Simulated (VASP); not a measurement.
# TiTe2 (P-3m1) in VASP: a series of runs

TiTe2 is run at these levels: r2SCAN+rVV10; tasks: single point.

Everything below comes from runs of VASP 6.6.1. Logs are shortened: lines on timing, memory, paths and dates and some standing lists are left out, and cuts for length are marked.

## (1) The cell of the first run

It takes space group P-3m1 (No. 164, trigonal). Conventional cell: a = 3.777 Å, b = 3.777 Å, c = 6.498 Å, α = 90.00°, β = 90.00°, γ = 120.00°. Ti (site symmetry -3m) has 6 Te at 2.77 Å and 6 Ti at 3.78 Å within 3.8 Å. Te (site symmetry 3m) has 3 Ti at 2.77 Å and 9 Te at 3.78 Å within 3.8 Å.

## (2) Single point, r2SCAN+rVV10

File POSCAR:

```
TiTe2
1.0
    3.7770000000      0.0000000000      0.0000000000
   -1.8885000000      3.2709779501      0.0000000000
    0.0000000000      0.0000000000      6.4980000000
Ti Te
1 2
Direct
    0.0000000000      0.0000000000      0.0000000000
    0.6666666667      0.3333333333      0.2628000000
    0.3333333333      0.6666666667      0.7372000000
```

File INCAR.step1:

```
PREC     = Accurate       # precision mode
ENCUT    = 550            # plane-wave cutoff, eV
ISMEAR   = 0              # smearing method
SIGMA    = 0.1            # smearing width, eV
LREAL    = F              # projectors in reciprocal space
LASPH    = T              # aspherical terms in the spheres
NELM     = 120            # most SCF steps
NBANDS   = 19             # bands
GGA      = PE             # functional
ALGO     = Normal         # electronic algorithm
EDIFF    = 1E-5           # SCF threshold, eV
LWAVE    = T              # write WAVECAR
LCHARG   = F              # write CHGCAR
GGA_COMPAT= F
```

File INCAR.step2:

```
PREC     = Accurate       # precision mode
ENCUT    = 550            # plane-wave cutoff, eV
EDIFF    = 1E-6           # SCF threshold, eV
ISMEAR   = 0              # smearing method
SIGMA    = 0.1            # smearing width, eV
LREAL    = F              # projectors in reciprocal space
LASPH    = T              # aspherical terms in the spheres
NELM     = 120            # most SCF steps
ALGO     = Normal         # electronic algorithm
ISIF     = 2              # what is computed and relaxed
LWAVE    = F              # write WAVECAR
LCHARG   = T              # write CHGCAR
METAGGA  = R2SCAN         # meta-GGA
LMIXTAU  = T            
LUSE_VDW = T            
IVDW_NL  = 2            
BPARAM   = 11.95        
CPARAM   = 0.0093       
LELF     = T              # ELF
LVHAR    = T            
NBANDS   = 19             # bands
ISTART   = 1            
GGA_COMPAT= F
```

File KPOINTS:

```
Automatic mesh
0
Gamma
  6 6 4
```

Potentials or basis: VASP PAW PBE potentials, release 64 (Ti_sv, Te).

Command:

```
$ cat potpaw_PBE.64/Ti_sv/POTCAR potpaw_PBE.64/Te/POTCAR > POTCAR
$ cp INCAR.step1 INCAR
$ mpirun -np 1 vasp_std > vasp.out
$ cp INCAR.step2 INCAR
$ mpirun -np 1 vasp_std > vasp.out
```

OUTCAR:

```text
PREC = Accurate
   ENCUT = 550
   EDIFF = 1E-6
   ISMEAR = 0
   LREAL = F
   LASPH = T
   NELM = 120
   ISIF = 2
   METAGGA = R2SCAN
   IVDW_NL = 2
   BPARAM = 11.95
   ISTART = 1

 ion  position               nearest neighbor table
   1  0.000  0.000  0.000-   2 2.77   3 2.77   2 2.77   3 2.77   2 2.77   3 2.77
   2  0.667  0.333  0.263-   1 2.77   1 2.77   1 2.77
   3  0.333  0.667  0.737-   1 2.77   1 2.77   1 2.77

  LATTYP: Found a hexagonal cell.
 ALAT       =     3.7770000000
 C/A-ratio  =     1.7204130262

  Lattice vectors:

 A1 = (   3.7770000000,   0.0000000000,   0.0000000000)
 A2 = (  -1.8885000000,   3.2709779501,   0.0000000000)
 A3 = (   0.0000000000,   0.0000000000,   6.4980000000)

Analysis of symmetry for initial positions (statically):
=====================================================================
 Subroutine PRICEL returns:
 Original cell was already a primitive cell.

 Routine SETGRP: Setting up the symmetry group for a
 hexagonal supercell.

 Subroutine GETGRP returns: Found 12 space group operations
 (whereof 12 operations were pure point group operations)
 out of a pool of 24 trial point group operations.

The static configuration has the point symmetry D_3d.

Analysis of symmetry for dynamics (positions and initial velocities):
=====================================================================
 Subroutine PRICEL returns:
 Original cell was already a primitive cell.

 Routine SETGRP: Setting up the symmetry group for a
 hexagonal supercell.

 Subroutine GETGRP returns: Found 12 space group operations
 (whereof 12 operations were pure point group operations)
 out of a pool of 24 trial point group operations.

The dynamic configuration has the point symmetry D_3d.

 Subroutine INISYM returns: Found 12 space group operations
 (whereof 12 operations are pure point group operations),
 and found     1 'primitive' translations

----------------------------------------------------------------------------------------

                                     Primitive cell

  volume of cell :      80.2794

  direct lattice vectors                    reciprocal lattice vectors
     3.777000000  0.000000000  0.000000000     0.264760392  0.152859484  0.000000000
    -1.888500000  3.270977950  0.000000000     0.000000000  0.305718967  0.000000000
     0.000000000  0.000000000  6.498000000     0.000000000  0.000000000  0.153893506

  length of vectors
     3.777000000  3.777000000  6.498000000     0.305718967  0.305718967  0.153893506

  position of ions in fractional coordinates (direct lattice)
     0.000000000  0.000000000  0.000000000
     0.666666667  0.333333333  0.262800000
     0.333333333  0.666666667  0.737200000

  ion indices of the primitive-cell ions
   primitive index   ion index
                 1           1
                 2           2
                 3           3

----------------------------------------------------------------------------------------

 KPOINTS: Automatic mesh

Automatic generation of k-mesh.
 Grid dimensions read from file:
 generate k-points for:    6    6    4

 Generating k-lattice:

  Cartesian coordinates                     Fractional coordinates (reciprocal lattice)
     0.044126732  0.025476581  0.000000000     0.166666667 -0.000000000  0.000000000
     0.000000000  0.050953161  0.000000000     0.000000000  0.166666667  0.000000000
     0.000000000  0.000000000  0.038473376     0.000000000  0.000000000  0.250000000

  Length of vectors
     0.050953161  0.050953161  0.038473376

  Shift w.r.t. Gamma in fractional coordinates (k-lattice)
     0.000000000  0.000000000  0.000000000

 Subroutine IBZKPT returns following result:
 ===========================================

 Found     24 irreducible k-points:

 Following reciprocal coordinates:
            Coordinates               Weight
  0.000000  0.000000  0.000000      1.000000
  0.166667  0.000000  0.000000      6.000000
  0.333333  0.000000  0.000000      6.000000
  0.500000 -0.000000  0.000000      3.000000
  0.166667  0.166667  0.000000      6.000000
  0.333333  0.166667  0.000000     12.000000
[... 16 lines left out ...]
  0.333333  0.166667  0.500000     12.000000
  0.333333  0.333333  0.500000      2.000000
   k-points           NKPTS =     24   k-points in BZ     NKDIM =     24   number of bands    NBANDS=     19
   number of dos      NEDOS =    301   number of ions     NIONS =      3
   total plane-waves  NPLWV =  45000
   dimension x,y,z NGX =    30 NGY =   30 NGZ =   50
   dimension x,y,z NGXF=    60 NGYF=   60 NGZF=  100
   ions per type =               1   2
   NGX,Y,Z   is equivalent  to a cutoff of  13.20, 13.20, 12.79 a.u.
   NGXF,Y,Z  is equivalent  to a cutoff of  26.41, 26.41, 25.58 a.u.
 SYSTEM =  unknown system
   PREC   = accura    normal or accurate (medium, high low for compatibility)
   ISTART =      1    job   : 0-new  1-cont  2-samecut
   ICHARG =      0    charge: 1-file 2-atom 10-const
   ISPIN  =      1    spin polarized calculation?
   LNONCOLLINEAR =      F non collinear calculations
   LSORBIT =      F    spin-orbit coupling
   LASPH  =      T    aspherical Exc in radial PAW
   ENCUT  =  550.0 eV  40.42 Ry    6.36 a.u.   7.22  7.22 12.43*2*pi/ulx,y,z
   NELM   =    120;   NELMIN=  2; NELMDL=  0     # of ELM steps
   EDIFF  = 0.1E-05   stopping-criterion for ELM
   LREAL  =      F    real-space projection
   EDIFFG = 0.1E-04   stopping-criterion for IOM
   NSW    =      0    number of steps for IOM
   IBRION =     -1    ionic relax: 0-MD 1-quasi-New 2-CG
   NFREE  =      0    steps in history (QN), initial steepest desc. (CG)
   ISIF   =      2    stress and relaxation
   ISYM   =      2    0-nonsym 1-usesym 2-fastsym
   POTIM  = 0.5000    time-step for ionic-motion
   TEBEG  =    0.0;   TEEND  =   0.0 temperature during run
   PSTRESS=    0.0 pullay stress
   NELECT =      24.0000    total number of electrons
   NUPDOWN=      -1.0000    fix difference up-down
   EMIN   =  10.00;   EMAX   =-10.00  energy-range for DOS
   EFERMI =   0.00;   METHOD = LEGACY
   ISMEAR =     0;   SIGMA  =   0.10  broadening in eV -4-tet -1-fermi 0-gaus
   EFERMI_NEDOS =   21; number of points for ismear=-14 and -15
   IALGO  =     38    algorithm
   IMIX   =      4    mixing-type and parameters
     AMIX     =   0.40;   BMIX     =  1.00
     AMIX_MAG =   1.60;   BMIX_MAG =  1.00
  volume/ion in A,a.u.               =      26.76       180.58
  Fermi-wavevector in a.u.,A,eV,Ry     =   1.094655  2.068597 16.303438  1.198269
  Thomas-Fermi vector in A             =   2.230964
   LORBIT       =      0    0 simple, 1 ext, 2 COOP (PROOUT), +10 PAW based schemes
   METAGGA = R2SCAN    functional components
   LHFCALC =     F    Hartree Fock is set to
   AEXX    =    0.0000 exact exchange contribution
   IVDW_NL    =     2    kernel type
   BPARAM     =11.9500
   IVDW    =     0    specifies the selected vdW correction
   LEPSILON=     F    determine dielectric tensor
   LRPA    =     F    only Hartree local field effects (RPA)
 non-spin polarized calculation
 Gauss-broadening in eV      SIGMA  =   0.10
  energy-cutoff  :      550.00
  volume of cell :       80.28
 maximum number of plane-waves:      2367
 NGX is ok and might be reduce to    30
   NGX = 15   NGY = 15   NGZ = 25

 number of electron      24.0000001 magnetization

 Free energy of the ion-electron system (eV)
  ---------------------------------------------------
  ext. energy  EPLUGINS =         0.00000000
  ---------------------------------------------------
  free energy    TOTEN  =       -65.66767037 eV

  energy without entropy =      -65.65903693  energy(sigma->0) =      -65.66335365

 E-fermi :   6.8093     XC(G=0): -10.3865

 val. band max:        6.7959625486   @ k =   0.5000  -0.0000   0.2500
 cond. band min:       6.8176272255   @ k =   0.1667   0.0000   0.0000
 fundamental gap:      0.0216646769
 Fermi energy:         6.8092885215

 k-point     1 :       0.0000    0.0000    0.0000
  band No.  band energies     occupation
      1     -53.2106      2.00000
      2     -28.4190      2.00000
      3     -28.4190      2.00000
      4     -28.3880      2.00000
      5      -6.1966      2.00000
      6      -4.6016      2.00000
[... 11 lines left out ...]
     18      12.3600      0.00000
     19      13.4648      0.00000

 k-point     2 :       0.1667    0.0000    0.0000
  band No.  band energies     occupation
      1     -53.2098      2.00000
      2     -28.4300      2.00000
      3     -28.4216      2.00000
      4     -28.3854      2.00000
      5      -5.8780      2.00000
      6      -4.4419      2.00000
[... 11 lines left out ...]
     18      13.2742      0.00000
     19      14.3261      0.00000

 k-point     3 :       0.3333    0.0000    0.0000
  band No.  band energies     occupation
      1     -53.2082      2.00000
      2     -28.4519      2.00000
      3     -28.4266      2.00000
      4     -28.3801      2.00000
      5      -5.0514      2.00000
      6      -4.1230      2.00000
[... 11 lines left out ...]
     18      12.6363      0.00000
     19      13.0696      0.00000

 k-point     4 :       0.5000   -0.0000    0.0000
  band No.  band energies     occupation
      1     -53.2074      2.00000
      2     -28.4628      2.00000
      3     -28.4291      2.00000
      4     -28.3775      2.00000
      5      -4.3259      2.00000
      6      -4.1262      2.00000
[... 407 lines left out ...]
     18      13.6304      0.00000
     19      13.8231      0.00000

 k-point    23 :       0.3333    0.1667    0.5000
  band No.  band energies     occupation
      1     -53.2074      2.00000
      2     -28.4571      2.00000
      3     -28.4348      2.00000
      4     -28.3775      2.00000
      5      -4.3046      2.00000
      6      -4.1565      2.00000
[... 11 lines left out ...]
     18      12.2691      0.00000
     19      12.7723      0.00000

 k-point    24 :       0.3333    0.3333    0.5000
  band No.  band energies     occupation
      1     -53.2070      2.00000
      2     -28.4493      2.00000
      3     -28.4493      2.00000
      4     -28.3762      2.00000
      5      -4.0186      2.00000
      6      -4.0186      2.00000
[... 11 lines left out ...]
     18      12.8214      0.00000
     19      12.8214      0.00000

------------------------ aborting loop because EDIFF is reached ----------------------------------------

  FORCE on cell =-STRESS in cart. coord.  units (eV):
  Direction    XX          YY          ZZ          XY          YZ          ZX
  --------------------------------------------------------------------------------------
  -------------------------------------------------------------------------------------
  Total        0.2063246      0.2063246     -0.0592506     -0.0000000      0.0000000      0.0000000
  in kB        4.1177241      4.1177241     -1.1824947     -0.0000000      0.0000000      0.0000000
  external PRESSURE =       2.3509845 kB  Pullay stress =       0.0000000 kB

 VOLUME and BASIS-vectors are now :
 -----------------------------------------------------------------------------
  energy-cutoff  :      550.00
  volume of cell :       80.28
      direct lattice vectors                 reciprocal lattice vectors
     3.777000000  0.000000000  0.000000000     0.264760392  0.152859484  0.000000000
    -1.888500000  3.270977950  0.000000000     0.000000000  0.305718967  0.000000000
     0.000000000  0.000000000  6.498000000     0.000000000  0.000000000  0.153893506

 POSITION                                       TOTAL-FORCE (eV/Angst)
 -----------------------------------------------------------------------------------
      0.00000      0.00000      0.00000         0.000000      0.000000      0.000000
      1.88850      1.09033      1.70767        -0.000000      0.000000     -0.170204
     -0.00000      2.18065      4.79033         0.000000     -0.000000      0.170204
 -----------------------------------------------------------------------------------
    total drift:                               -0.000000      0.000000     -0.000000

  FREE ENERGIE OF THE ION-ELECTRON SYSTEM (eV)
  ---------------------------------------------------
  free  energy   TOTEN  =       -65.6676703720 eV

  energy  without entropy=      -65.6590369282  energy(sigma->0) =      -65.66335365
```

Wall time 4 min (1 thread of Oxide Virtual Turin-like, shared host); peak memory 0.37 GiB.

What came out:

```yaml
Free_energy: -65.6677 eV
Pressure: 0.2 GPa
Largest_force: 0.170 eV/Å
Band_gap_on_the_k_mesh: zero (bands 12 and 13 overlap by 0.66 eV)
```

Forces in eV/Å, atoms in the order of the input:
```
Ti   0.000  0.000  0.000
Te   0.000  0.000 -0.170
Te   0.000  0.000  0.170
```

Caveat: the PAW data sets were made with another functional, which shifts forces and pressure a little; spin-orbit coupling is left out, which moves the levels of the heavy elements.

## (3) Single point, r2SCAN+rVV10 (24.84 Å³/atom)

This run uses another cell than the first one, of 24.84 Å³/atom.

File POSCAR:

```
TiTe2
1.0
    3.6976029502      0.0000000000      0.0000000000
   -1.8488014751      3.2022180880      0.0000000000
    0.0000000000      0.0000000000      6.2936446825
Ti Te
1 2
Direct
    0.0000000000      0.0000000000      0.0000000000
    0.6666666667      0.3333333333      0.2703754841
    0.3333333333      0.6666666667      0.7296245159
```

File INCAR.step1:

```
SYSTEM = TiTe2
ALGO = Normal
EDIFF = 1E-5
ENCUT = 550
GGA = PE
GGA_COMPAT = .FALSE.
ISMEAR = 0
LASPH = .TRUE.
LCHARG = .FALSE.
LREAL = .FALSE.
LWAVE = .TRUE.
NBANDS = 19
NELM = 120
PREC = Accurate
SIGMA = 0.1
```

File INCAR.step2:

```
SYSTEM = TiTe2
ALGO = Normal
BPARAM = 11.95
CPARAM = 0.0093
EDIFF = 1E-6
ENCUT = 550
GGA_COMPAT = .FALSE.
ISIF = 2
ISMEAR = 0
ISTART = 1
IVDW_NL = 2
LASPH = .TRUE.
LCHARG = .FALSE.
LMIXTAU = .TRUE.
LREAL = .FALSE.
LUSE_VDW = .TRUE.
LWAVE = .FALSE.
METAGGA = R2SCAN
NBANDS = 19
NELM = 120
PREC = Accurate
SIGMA = 0.1
```

File KPOINTS:

```
k-points
0
G
  15 15 8
  0 0 0
```

Potentials or basis: VASP PAW PBE potentials, release 64 (Ti_sv, Te).

Command:

```
$ cat potpaw_PBE.64/Ti_sv/POTCAR potpaw_PBE.64/Te/POTCAR > POTCAR
$ cp INCAR.step1 INCAR
$ mpirun -np 1 vasp_std > vasp.out
$ cp INCAR.step2 INCAR
$ mpirun -np 1 vasp_std > vasp.out
```

Run time: 22 min. Hardware: 1 thread of Oxide Virtual Turin-like, shared host; peak memory 0.52 GiB.

The run converged. Its results:

```yaml
Free_energy: -65.5863 eV
Pressure: 4.3 GPa
Largest_force: 0.029 eV/Å
Band_gap_on_the_k_mesh: zero (bands 12 and 13 overlap by 0.75 eV)
```

Forces in eV/Å, atoms in the order of the input:
```
Ti   0.000  0.000  0.000
Te   0.000  0.000  0.029
Te   0.000  0.000 -0.029
```

Levels at points of the mesh, in eV from the Fermi level:
```
           k point  band 8  band 9  band 10  band 11  band 12  band 13  band 14  band 15  band 16  band 17
(0.00, 0.00, 0.00)   -1.98   -1.98     0.36     0.43     0.43     0.73     1.15     1.15     3.17     3.17
(0.00, 0.00, 0.50)   -3.23   -1.88    -1.88     0.41     0.41     0.68     0.68     1.28     3.80     3.80
```

Caveat: the cell stands under pressure; the PAW data sets were made with another functional, which shifts forces and pressure a little; spin-orbit coupling is left out, which moves the levels of the heavy elements.

(Part 1 of 2 ends here.)

The gap in the log of VASP goes by the Fermi energy; the results here count the filled bands.